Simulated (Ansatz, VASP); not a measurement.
# Mo3W: VASP beside Ansatz

Contents of INCAR:

```
SYSTEM = Mo3W
  PREC = Accurate
  ENCUT = 520
  EDIFF = 1E-7
  ISMEAR = 0
  SIGMA = 0.1
  LREAL = .False.
  LASPH = .True.
  NELM = 80
  ALGO = Normal
  ISIF = 2
  LWAVE = .False.
  LCHARG = .False.
  GGA = PE
  NBANDS = 36
```

Contents of KPOINTS:

```
Automatic mesh
0
Gamma
  6 6 4
  0 0 0
```

POSCAR

```
Mo3W
1.0
    3.1659417000      0.0000000000      0.0000000000
    0.0000000000      3.1659417000      0.0000000000
    0.0000000000      0.0000000000      6.3365004000
Mo W
3 1
Direct
    0.0000000000      0.0000000000      0.7506730000
    0.5000000000      0.5000000000      0.0000000000
    0.0000000000      0.0000000000      0.2493270000
    0.5000000000      0.5000000000      0.5000000000
```

Input for Ansatz:

```yaml
crystal:
  lattice:
    - [3.1659417, 0.0, 0.0]
    - [0.0, 3.1659417, 0.0]
    - [0.0, 0.0, 6.3365004]
  atoms:
    - { symbol: Mo, position: [0.0, 0.0, 0.750673] }
    - { symbol: Mo, position: [0.5, 0.5, 0.0] }
    - { symbol: Mo, position: [0.0, 0.0, 0.249327] }
    - { symbol: W, position: [0.5, 0.5, 0.5] }
basis:
  ecutwfc: 420
kpoints:
  mp_grid: { grid: [6, 6, 4] }
hamiltonian:
  xc: pbe
scf:
  occupations: { method: gaussian, width: 0.1 }
  lower_state_search: "off"
output:
  forces: true
  stress: true
  eigenvalues: true
```

Alike in both runs: task single point; functional PBE; k mesh 6 × 6 × 4; occupations gaussian, width 0.1 eV; no spin polarisation.

|  | VASP | Ansatz |
| --- | --- | --- |
| version | VASP 6.6.1 | Ansatz 0.2.0 |
| potentials or method | VASP PAW PBE potentials, release 64 (Mo_sv, W_sv), cutoff 520 eV | scalar-relativistic, plane waves, PAW |
| valence electrons in the cell | 56 | 56 |

Ansatz gave:

```
gap on the k mesh at the Fermi level (eV)                     : none
pressure (GPa)                                                : 0.1
traceless stress, the component that is largest in VASP (GPa) : 1.64
rms of the force components (eV/Å)                            : 0.013
```

Problem. Which values does VASP return?

Solution. gap on the k mesh at the Fermi level (eV): none; pressure (GPa): 0.6; traceless stress, the component that is largest in VASP (GPa): 1.64; rms of the force components (eV/Å): 0.010.

Atom by atom the forces differ by 0.003 eV/Å (rms over components). A gap of «none» marks a metal or a gap that the smearing closes.

Neither program's run includes spin-orbit coupling.
